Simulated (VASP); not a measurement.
Set up this calculation in VASP 6.6.1, as the native input.

```
Task                   : single point
Functional             : r2SCAN
Potentials or basis    : VASP PAW PBE potentials, release 64 (Al, Ni)
Cutoff                 : 520 eV
k mesh                 : 16 × 16 × 14
Occupations            : fermi-dirac, width 0.3 eV
Spin                   : no spin polarisation
Dipole correction      : no
Further INCAR settings : ALGO = Normal; EDIFF = 1e-07; NBANDS = 14
```

Crystal: AlNi.

```
Al Ni
1.0
     1.93869   -1.95319    0.00000
     1.93869    1.95319    0.00000
     0.00000    0.00000    3.09943
Al Ni
1 1
Direct
  0.00000 0.00000 0.00000
  0.50000 0.50000 0.50000
```

One way to write it, as run:

POSCAR

```
AlNi
1.0
    1.9386940000     -1.9531901500      0.0000000000
    1.9386940000      1.9531901500      0.0000000000
    0.0000000000      0.0000000000      3.0994300413
Al Ni
1 1
Direct
    0.0000000000      0.0000000000      0.0000000000
    0.5000000000      0.5000000000      0.5000000000
```

INCAR.step1

```
  PREC = Accurate
  ENCUT = 520
  ISMEAR = -1
  SIGMA = 0.3
  LREAL = F
  LASPH = T
  NELM = 80
  NBANDS = 14
  GGA = PE
  ALGO = Normal
  EDIFF = 1E-4
  LWAVE = T
  LCHARG = F
```

INCAR.step2

```
  PREC = Accurate
  ENCUT = 520
  EDIFF = 1E-7
  ISMEAR = -1
  SIGMA = 0.3
  LREAL = F
  LASPH = T
  NELM = 80
  ALGO = Normal
  ISIF = 2
  LWAVE = F
  LCHARG = F
  METAGGA = R2SCAN
  LMIXTAU = T
  NBANDS = 14
  ISTART = 1
```

KPOINTS

```
Automatic mesh
0
Gamma
  16 16 14
```

Potentials or basis: VASP PAW PBE potentials, release 64 (Al, Ni).

Run with:

```sh
$ cat potpaw_PBE.64/Al/POTCAR potpaw_PBE.64/Ni/POTCAR > POTCAR
$ cp INCAR.step1 INCAR
$ mpirun -np 1 vasp_std > vasp.out
$ cp INCAR.step2 INCAR
$ mpirun -np 1 vasp_std > vasp.out
```

Results of the run:

| Quantity | Value |
| --- | --- |
| Pressure | 1.1 GPa |
| Band gap on the k mesh | zero (an odd number of electrons rules out a gap without spin polarisation) |

Caveat: the stress differs along the axes, from -3 to 4 GPa; so wide a smearing shifts energies and pressures; the PAW data sets were made with another functional, which shifts forces and pressure a little.

Run time: 14 min on 1 thread of Intel Xeon 8259CL, on a shared host, peak memory 0.3 GiB.
